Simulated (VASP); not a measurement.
# ScAl3 (Pm-3m) in VASP: a series of runs

The runs below take ScAl3 through single point, relaxation of cell and atoms, with LDA.

All numbers are computed with VASP 6.6.1; they aren't measurements. Logs are shortened: lines on timing, memory, paths and dates and some standing lists are left out, and cuts for length are marked.

## Step 1: The cell of the first run

The structure is cubic, space group Pm-3m (No. 221). Conventional cell: a = 4.032 Å, b = 4.032 Å, c = 4.032 Å, α = 90.00°, β = 90.00°, γ = 90.00°. Al (site symmetry 4/mmm) has 8 Al at 2.85 Å and 4 Sc at 2.85 Å within 3.8 Å. Within 3.8 Å of Sc (site symmetry m-3m) lie 12 Al at 2.85 Å.

## Step 2: Single point, LDA

INCAR reads:

```
SYSTEM = ScAl3
ALGO     = Fast           ! electronic algorithm
EDIFF    = 1E-7           ! SCF threshold, eV
ENCUT    = 520            ! plane-wave cutoff, eV
ISIF     = 2              ! what is computed and relaxed
ISMEAR   = 0              ! smearing method
LASPH    = .TRUE.         ! aspherical terms in the spheres
LCHARG   = .FALSE.        ! write CHGCAR
LREAL    = .FALSE.        ! projectors in reciprocal space
LWAVE    = .FALSE.        ! write WAVECAR
NBANDS   = 18             ! bands
NELM     = 60             ! most SCF steps
PREC     = Accurate       ! precision mode
SIGMA    = 0.1            ! smearing width, eV
```

KPOINTS reads:

```
k-points
0
G
  16 16 16
  0 0 0
```

POSCAR reads:

```
ScAl3
1.0
    4.0317947472      0.0000000000      0.0000000000
    0.0000000000      4.0317947472      0.0000000000
    0.0000000000      0.0000000000      4.0317947472
Al Sc
3 1
Direct
    0.0000000000      0.5000000000      0.5000000000
    0.5000000000      0.0000000000      0.5000000000
    0.5000000000      0.5000000000      0.0000000000
    0.0000000000      0.0000000000      0.0000000000
```

Potentials or basis: VASP PAW LDA potentials, release 64 (Al, Sc_sv).

Command:

```sh
$ cat potpaw_LDA.64/Al/POTCAR potpaw_LDA.64/Sc_sv/POTCAR > POTCAR
$ mpirun -np 1 vasp_std > vasp.out
```

OUTCAR:

```text
SYSTEM = ScAl3
   EDIFF = 1E-7
   ENCUT = 520
   ISIF = 2
   ISMEAR = 0
   LASPH = .TRUE.
   LREAL = .FALSE.
   NELM = 60
   PREC = Accurate

 ion  position               nearest neighbor table
   1  0.000  0.500  0.500-   2 2.85   3 2.85   4 2.85   3 2.85   4 2.85   2 2.85   4 2.85   4 2.85
                             2 2.85   3 2.85   3 2.85   2 2.85
   2  0.500  0.000  0.500-   1 2.85   3 2.85   4 2.85   3 2.85   4 2.85   1 2.85   3 2.85   3 2.85
                             1 2.85   4 2.85   4 2.85   1 2.85
   3  0.500  0.500  0.000-   1 2.85   2 2.85   4 2.85   1 2.85   2 2.85   2 2.85   4 2.85   2 2.85
                             1 2.85   4 2.85   1 2.85   4 2.85
   4  0.000  0.000  0.000-   1 2.85   2 2.85   3 2.85   1 2.85   2 2.85   1 2.85   3 2.85   1 2.85
                             2 2.85   3 2.85   2 2.85   3 2.85

  LATTYP: Found a simple cubic cell.
 ALAT       =     4.0317947472

  Lattice vectors:

 A1 = (   4.0317947472,   0.0000000000,   0.0000000000)
 A2 = (   0.0000000000,   4.0317947472,   0.0000000000)
 A3 = (   0.0000000000,   0.0000000000,   4.0317947472)

Analysis of symmetry for initial positions (statically):
=====================================================================
 Subroutine PRICEL returns:
 Original cell was already a primitive cell.

 Routine SETGRP: Setting up the symmetry group for a
 simple cubic supercell.

 Subroutine GETGRP returns: Found 48 space group operations
 (whereof 48 operations were pure point group operations)
 out of a pool of 48 trial point group operations.

The static configuration has the point symmetry O_h .

Analysis of symmetry for dynamics (positions and initial velocities):
=====================================================================
 Subroutine PRICEL returns:
 Original cell was already a primitive cell.

 Routine SETGRP: Setting up the symmetry group for a
 simple cubic supercell.

 Subroutine GETGRP returns: Found 48 space group operations
 (whereof 48 operations were pure point group operations)
 out of a pool of 48 trial point group operations.

The dynamic configuration has the point symmetry O_h .

 Subroutine INISYM returns: Found 48 space group operations
 (whereof 48 operations are pure point group operations),
 and found     1 'primitive' translations

----------------------------------------------------------------------------------------

                                     Primitive cell

  volume of cell :      65.5383

  direct lattice vectors                    reciprocal lattice vectors
     4.031794747  0.000000000  0.000000000     0.248028499  0.000000000  0.000000000
     0.000000000  4.031794747  0.000000000     0.000000000  0.248028499  0.000000000
     0.000000000  0.000000000  4.031794747     0.000000000  0.000000000  0.248028499

  length of vectors
     4.031794747  4.031794747  4.031794747     0.248028499  0.248028499  0.248028499

  position of ions in fractional coordinates (direct lattice)
     0.000000000  0.500000000  0.500000000
     0.500000000  0.000000000  0.500000000
     0.500000000  0.500000000  0.000000000
     0.000000000  0.000000000  0.000000000

  ion indices of the primitive-cell ions
   primitive index   ion index
                 1           1
                 2           2
                 3           3
                 4           4

----------------------------------------------------------------------------------------

 KPOINTS: k-points

Automatic generation of k-mesh.
 Grid dimensions read from file:
 generate k-points for:   16   16   16

 Generating k-lattice:

  Cartesian coordinates                     Fractional coordinates (reciprocal lattice)
     0.015501781  0.000000000  0.000000000     0.062500000  0.000000000  0.000000000
     0.000000000  0.015501781  0.000000000     0.000000000  0.062500000  0.000000000
     0.000000000  0.000000000  0.015501781     0.000000000  0.000000000  0.062500000

  Length of vectors
     0.015501781  0.015501781  0.015501781

  Shift w.r.t. Gamma in fractional coordinates (k-lattice)
     0.000000000  0.000000000  0.000000000

 Subroutine IBZKPT returns following result:
 ===========================================

 Found    165 irreducible k-points:

 Following reciprocal coordinates:
            Coordinates               Weight
  0.000000  0.000000  0.000000      1.000000
  0.062500  0.000000  0.000000      6.000000
  0.125000  0.000000  0.000000      6.000000
  0.187500  0.000000  0.000000      6.000000
  0.250000  0.000000  0.000000      6.000000
  0.312500  0.000000  0.000000      6.000000
[... 16 lines left out ...]
  0.437500  0.125000  0.000000     24.000000
  0.500000  0.125000  0.000000     12.000000
 [... further k-points ...]
   k-points           NKPTS =    165   k-points in BZ     NKDIM =    165   number of bands    NBANDS=     18
   number of dos      NEDOS =    301   number of ions     NIONS =      4
   total plane-waves  NPLWV =  27000
   dimension x,y,z NGX =    30 NGY =   30 NGZ =   30
   dimension x,y,z NGXF=    60 NGYF=   60 NGZF=   60
   ions per type =               3   1
   NGX,Y,Z   is equivalent  to a cutoff of  12.37, 12.37, 12.37 a.u.
   NGXF,Y,Z  is equivalent  to a cutoff of  24.74, 24.74, 24.74 a.u.
 SYSTEM =  ScAl3
   PREC   = accura    normal or accurate (medium, high low for compatibility)
   ISTART =      0    job   : 0-new  1-cont  2-samecut
   ICHARG =      2    charge: 1-file 2-atom 10-const
   ISPIN  =      1    spin polarized calculation?
   LNONCOLLINEAR =      F non collinear calculations
   LSORBIT =      F    spin-orbit coupling
   LASPH  =      T    aspherical Exc in radial PAW
   ENCUT  =  520.0 eV  38.22 Ry    6.18 a.u.   7.50  7.50  7.50*2*pi/ulx,y,z
   NELM   =     60;   NELMIN=  2; NELMDL= -5     # of ELM steps
   EDIFF  = 0.1E-06   stopping-criterion for ELM
   LREAL  =      F    real-space projection
   EDIFFG = 0.1E-05   stopping-criterion for IOM
   NSW    =      0    number of steps for IOM
   IBRION =     -1    ionic relax: 0-MD 1-quasi-New 2-CG
   NFREE  =      0    steps in history (QN), initial steepest desc. (CG)
   ISIF   =      2    stress and relaxation
   ISYM   =      2    0-nonsym 1-usesym 2-fastsym
   POTIM  = 0.5000    time-step for ionic-motion
   TEBEG  =    0.0;   TEEND  =   0.0 temperature during run
   PSTRESS=    0.0 pullay stress
   NELECT =      20.0000    total number of electrons
   NUPDOWN=      -1.0000    fix difference up-down
   EMIN   =  10.00;   EMAX   =-10.00  energy-range for DOS
   EFERMI =   0.00;   METHOD = LEGACY
   ISMEAR =     0;   SIGMA  =   0.10  broadening in eV -4-tet -1-fermi 0-gaus
   EFERMI_NEDOS =   21; number of points for ismear=-14 and -15
   IALGO  =     68    algorithm
   IMIX   =      4    mixing-type and parameters
     AMIX     =   0.40;   BMIX     =  1.00
     AMIX_MAG =   1.60;   BMIX_MAG =  1.00
  volume/ion in A,a.u.               =      16.38       110.57
  Fermi-wavevector in a.u.,A,eV,Ry     =   1.102181  2.082821 16.528410  1.214804
  Thomas-Fermi vector in A             =   2.238620
   LORBIT       =      0    0 simple, 1 ext, 2 COOP (PROOUT), +10 PAW based schemes
   GGA     = CA    functional components
   LHFCALC =     F    Hartree Fock is set to
   AEXX    =    0.0000 exact exchange contribution
   IVDW    =     0    specifies the selected vdW correction
   LEPSILON=     F    determine dielectric tensor
   LRPA    =     F    only Hartree local field effects (RPA)
 non-spin polarized calculation
 RMM-DIIS sequential band-by-band and
 Gauss-broadening in eV      SIGMA  =   0.10
  energy-cutoff  :      520.00
  volume of cell :       65.54
 maximum number of plane-waves:      1791
 NGX is ok and might be reduce to    30
   NGX = 15   NGY = 15   NGZ = 15

 number of electron      20.0000004 magnetization

 Free energy of the ion-electron system (eV)
  ---------------------------------------------------
  ext. energy  EPLUGINS =         0.00000000
  ---------------------------------------------------
  free energy    TOTEN  =       -21.29375978 eV

  energy without entropy =      -21.28814500  energy(sigma->0) =      -21.29095239

 E-fermi :   7.4287     XC(G=0): -10.7711

 val. band max:        7.4238110453   @ k =   0.2500   0.0625   0.0625
 cond. band min:       7.4529184505   @ k =   0.5000   0.2500   0.2500
 fundamental gap:      0.0291074052
 Fermi energy:         7.4287480090

 k-point     1 :       0.0000    0.0000    0.0000
  band No.  band energies     occupation
      1     -40.8099      2.00000
      2     -19.8750      2.00000
      3     -19.8750      2.00000
      4     -19.8750      2.00000
      5      -2.7692      2.00000
      6       4.7467      2.00000
[... 10 lines left out ...]
     17      12.8978      0.00000
     18      12.8978      0.00000

 k-point     2 :       0.0625    0.0000    0.0000
  band No.  band energies     occupation
      1     -40.8099      2.00000
      2     -19.8766      2.00000
      3     -19.8749      2.00000
      4     -19.8749      2.00000
      5      -2.7319      2.00000
      6       4.3826      2.00000
[... 10 lines left out ...]
     17      12.9361      0.00000
     18      12.9439      0.00000

 k-point     3 :       0.1250    0.0000    0.0000
  band No.  band energies     occupation
      1     -40.8097      2.00000
      2     -19.8811      2.00000
      3     -19.8745      2.00000
      4     -19.8745      2.00000
      5      -2.6205      2.00000
      6       3.7142      2.00000
[... 10 lines left out ...]
     17      12.9929      0.00000
     18      12.9969      0.00000

 k-point     4 :       0.1875    0.0000    0.0000
  band No.  band energies     occupation
      1     -40.8094      2.00000
      2     -19.8878      2.00000
      3     -19.8740      2.00000
      4     -19.8740      2.00000
      5      -2.4363      2.00000
      6       2.9817      2.00000
[... 10 lines left out ...]
     17      12.8954      0.00000
     18      14.5372      0.00000

 k-point     5 :       0.2500    0.0000    0.0000
  band No.  band energies     occupation
      1     -40.8090      2.00000
      2     -19.8956      2.00000
      3     -19.8734      2.00000
      4     -19.8734      2.00000
      5      -2.1822      2.00000
      6       2.2470      2.00000
[... 10 lines left out ...]
     17      12.5804      0.00000
     18      13.5345      0.00000

 k-point     6 :       0.3125    0.0000    0.0000
  band No.  band energies     occupation
      1     -40.8087      2.00000
      2     -19.9035      2.00000
      3     -19.8728      2.00000
      4     -19.8728      2.00000
      5      -1.8625      2.00000
      6       1.5393      2.00000
[... 307 lines left out ...]
 k-point    21 :       0.3125    0.1250    0.0000
  band No.  band energies     occupation
      1     -40.8085      2.00000
      2     -19.9028      2.00000
      3     -19.8785      2.00000
      4     -19.8723      2.00000
      5      -1.7239      2.00000
      6       1.6634      2.00000
[... 10 lines left out ...]
     17      12.0471      0.00000
     18      13.6659      0.00000

 k-point    22 :       0.3750    0.1250    0.0000
  band No.  band energies     occupation
      1     -40.8082      2.00000
      2     -19.9094      2.00000
      3     -19.8780      2.00000
      4     -19.8718      2.00000
      5      -1.3535      2.00000
      6       1.0116      2.00000
[... 10 lines left out ...]
     17      11.9721      0.00000
     18      13.4837      0.00000

 k-point    23 :       0.4375    0.1250    0.0000
  band No.  band energies     occupation
      1     -40.8080      2.00000
      2     -19.9138      2.00000
      3     -19.8776      2.00000
      4     -19.8715      2.00000
      5      -0.9609      2.00000
      6       0.4479      2.00000
[... 10 lines left out ...]
     17      11.8632      0.00000
     18      13.3798      0.00000

 k-point    24 :       0.5000    0.1250    0.0000
  band No.  band energies     occupation
      1     -40.8079      2.00000
      2     -19.9153      2.00000
      3     -19.8774      2.00000
      4     -19.8713      2.00000
      5      -0.7235      2.00000
      6       0.1532      2.00000
[... 10 lines left out ...]
     17      11.8068      0.00000
     18      13.3541      0.00000

 [... further k-points ...]

------------------------ aborting loop because EDIFF is reached ----------------------------------------

  FORCE on cell =-STRESS in cart. coord.  units (eV):
  Direction    XX          YY          ZZ          XY          YZ          ZX
  --------------------------------------------------------------------------------------
  -------------------------------------------------------------------------------------
  Total        0.0675931      0.0675931      0.0675931      0.0000000      0.0000000      0.0000000
  in kB        1.6524090      1.6524090      1.6524090      0.0000000      0.0000000      0.0000000
  external PRESSURE =       1.6524090 kB  Pullay stress =       0.0000000 kB

 VOLUME and BASIS-vectors are now :
 -----------------------------------------------------------------------------
  energy-cutoff  :      520.00
  volume of cell :       65.54
      direct lattice vectors                 reciprocal lattice vectors
     4.031794747  0.000000000  0.000000000     0.248028499  0.000000000  0.000000000
     0.000000000  4.031794747  0.000000000     0.000000000  0.248028499  0.000000000
     0.000000000  0.000000000  4.031794747     0.000000000  0.000000000  0.248028499

 POSITION                                       TOTAL-FORCE (eV/Angst)
 -----------------------------------------------------------------------------------
      0.00000      2.01590      2.01590         0.000000      0.000000      0.000000
      2.01590      0.00000      2.01590         0.000000      0.000000      0.000000
      2.01590      2.01590      0.00000         0.000000      0.000000      0.000000
      0.00000      0.00000      0.00000         0.000000      0.000000      0.000000
 -----------------------------------------------------------------------------------
    total drift:                                0.000000     -0.000000      0.000000

  FREE ENERGIE OF THE ION-ELECTRON SYSTEM (eV)
  ---------------------------------------------------
  free  energy   TOTEN  =       -21.2937597762 eV

  energy  without entropy=      -21.2881449971  energy(sigma->0) =      -21.29095239
```

Wall time 7.9 min (1 thread of Intel Xeon 8259CL, shared host); peak memory 0.29 GiB.

Results:

* Free energy: -21.2938 eV
* Pressure: 0.2 GPa
* Band gap on the k mesh: zero (bands 10 and 11 overlap by 4.02 eV)

Levels at points of the mesh, in eV from the Fermi level:
```
           k point  band 6  band 7  band 8  band 9  band 10  band 11  band 12  band 13  band 14  band 15
(0.00, 0.00, 0.00)   -2.68   -2.68   -1.79   -1.79    -1.79     1.30     1.30     1.30     1.30     5.01
(0.50, 0.00, 0.00)   -7.43   -1.77   -1.77   -1.56     1.02     1.10     1.10     1.42     1.65     2.21
(0.50, 0.50, 0.00)   -5.66   -5.66   -4.41   -0.57    -0.57     1.24     1.40     2.12     2.54     3.59
(0.50, 0.50, 0.50)   -4.87   -4.87   -4.57   -2.93    -2.93    -2.93     1.07     2.65     2.65     4.19
```

## Step 3: Relaxation of cell and atoms, LDA

This run uses another cell than the first one, of 17.23 Å³/atom.

INCAR reads:

```
PREC = Accurate ; ENCUT = 600
EDIFF = 1E-6 ; ISMEAR = 0
SIGMA = 0.1 ; LREAL = F
LASPH = T ; NELM = 80
ALGO = Fast ; ISIF = 3
LWAVE = F ; LCHARG = F
IBRION = 2 ; NSW = 80
EDIFFG = -0.003
```

KPOINTS reads:

```
regular mesh
0
Gamma
  16 16 16
```

POSCAR reads:

```
ScAl3
1.0
    4.1000000000      0.0000000000      0.0000000000
    0.0000000000      4.1000000000      0.0000000000
    0.0000000000      0.0000000000      4.1000000000
Al Sc
3 1
Direct
    0.0000000000      0.5000000000      0.5000000000
    0.5000000000      0.0000000000      0.5000000000
    0.5000000000      0.5000000000      0.0000000000
    0.0000000000      0.0000000000      0.0000000000
```

Potentials or basis: VASP PAW LDA potentials, release 64 (Al, Sc_sv).

Command:

```sh
$ cat potpaw_LDA.64/Al/POTCAR potpaw_LDA.64/Sc_sv/POTCAR > POTCAR
$ mpirun -np 1 vasp_std > vasp.out
```

It took 12 min on 1 thread of Intel Xeon 8259CL, shared host; peak memory 0.35 GiB.

It converged, with:

```yaml
Free_energy: -21.2943 eV
Relaxed_volume: 16.42 Å³/atom
Relaxed_cell: a = 4.034 Å, b = 4.034 Å, c = 4.034 Å, α = 90.00°, β = 90.00°, γ = 90.00°
Space_group_after_relaxing_to_0.1_Å: Pm-3m (No. 221)
Energy_gained_by_relaxing: 11.3 meV/atom
Ionic_steps: 3
Pressure_after_relaxing: 0.0 GPa
Band_gap_on_the_k_mesh: zero (bands 10 and 11 overlap by 4.02 eV)
```

The path:
| step | energy change (eV) | largest force (eV/Å) | pressure (GPa) | volume (Å³) |
| --- | --- | --- | --- | --- |
| 1 | 0.0000 | 0.0000 | -4.27 | 68.92 |
| 2 | -0.0379 | 0.0000 | 1.88 | 64.44 |
| 3 | -0.0450 | 0.0000 | -0.02 | 65.67 |

Final structure:
```xyz
4
Lattice="4.0344 0.0000 0.0000 0.0000 4.0344 0.0000 0.0000 0.0000 4.0344" Properties=species:S:1:pos:R:3 pbc="T T T"
Al    0.0000    2.0172    2.0172
Al    2.0172    0.0000    2.0172
Al    2.0172    2.0172    0.0000
Sc    0.0000    0.0000    0.0000
```

Levels at points of the mesh, in eV from the Fermi level:
```csv
k point,band 8,band 9,band 10,band 11,band 12,band 13
"(0.00, 0.00, 0.00)",-1.79,-1.79,-1.79,1.29,1.29,1.29
"(0.50, 0.00, 0.00)",-1.77,-1.55,1.01,1.10,1.10,1.42
"(0.50, 0.50, 0.00)",-4.41,-0.57,-0.57,1.24,1.40,2.11
"(0.50, 0.50, 0.50)",-4.57,-2.93,-2.93,-2.93,1.06,2.64
```
